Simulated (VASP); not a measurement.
Here is a VASP 6.6.1 calculation.

The input POSCAR:

```
CdTe
1.0
    0.0000000000      3.0284437555      3.0284437555
    3.0284437555      0.0000000000      3.0284437555
    3.0284437555      3.0284437555      0.0000000000
Cd Te
1 1
Direct
    0.5000000000      0.5000000000      0.5000000000
    0.0000000000      0.0000000000      0.0000000000
```

INCAR.step1

```
PREC = Accurate ; ENCUT = 520
ISMEAR = 0 ; SIGMA = 0.05
LREAL = False ; LASPH = True
NELM = 60 ; NBANDS = 16
GGA = PE ; ALGO = Normal
EDIFF = 1E-4 ; LWAVE = True
LCHARG = False
```

File INCAR.step2:

```
PREC = Accurate ; ENCUT = 520
EDIFF = 1E-6 ; ISMEAR = 0
SIGMA = 0.05 ; LREAL = False
LASPH = True ; NELM = 60
ALGO = Normal ; ISIF = 2
LWAVE = False ; LCHARG = False
METAGGA = R2SCAN ; LMIXTAU = True
IVDW = 13 ; VDW_S6 = 1.0
VDW_S8 = 0.6018749 ; VDW_A1 = 0.51559235
VDW_A2 = 5.77342911 ; NBANDS = 16
ISTART = 1
```

File KPOINTS:

```
Automatic mesh
0
Gamma
  6 6 6
```

Potentials or basis: VASP PAW PBE potentials, release 64 (Cd, Te).

Launch:

```bash
$ cat potpaw_PBE.64/Cd/POTCAR potpaw_PBE.64/Te/POTCAR > POTCAR
$ cp INCAR.step1 INCAR
$ mpirun -np 1 vasp_std > vasp.out
$ cp INCAR.step2 INCAR
$ mpirun -np 1 vasp_std > vasp.out
```

**Question.** Predict the dispersion energy per atom.

**Answer.** -0.152 eV.

**Question.** Predict the band gap on the k mesh.

**Answer.** Zero (band 9 reaches 4.07 eV, above the bottom of band 10 at 3.00 eV).

**Question.** What does it give for the pressure?

**Answer.** 0.3 GPa.

Caveat: the PAW data sets were made with another functional, which shifts forces and pressure a little; spin-orbit coupling is left out, which moves the levels of the heavy elements; pairwise dispersion overbinds metals, which lowers pressure and volume.
